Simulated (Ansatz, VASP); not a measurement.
**C in VASP and in Ansatz**

```
C
1.0
     0.00000    1.77849    1.77849
     1.77849    0.00000    1.77849
     1.77849    1.77849    0.00000
C
2
Direct
  0.00000 0.00000 0.00000
  0.25000 0.25000 0.25000
```

Alike in both runs: task single point; functional PBE; dispersion D3(BJ); k mesh 12 × 12 × 12; occupations gaussian, width 0.02 eV; no spin polarisation.

```csv
,VASP,Ansatz
version,VASP 6.6.1,Ansatz 0.2.0
potentials or method,"VASP PAW PBE potentials, release 64 (C), cutoff 600 eV","scalar-relativistic, plane waves, PAW"
valence electrons in the cell,8,8
```

Ansatz gave:

| Quantity | Value |
| --- | --- |
| gap on the k mesh at the Fermi level (eV) | 4.18 |
| least direct gap on the mesh (eV) | 5.62 |
| pressure (GPa) | 0.0 |

**Question.** Estimate VASP's values.

**Answer.** gap on the k mesh at the Fermi level (eV): 4.17; least direct gap on the mesh (eV): 5.61; pressure (GPa): 0.0.
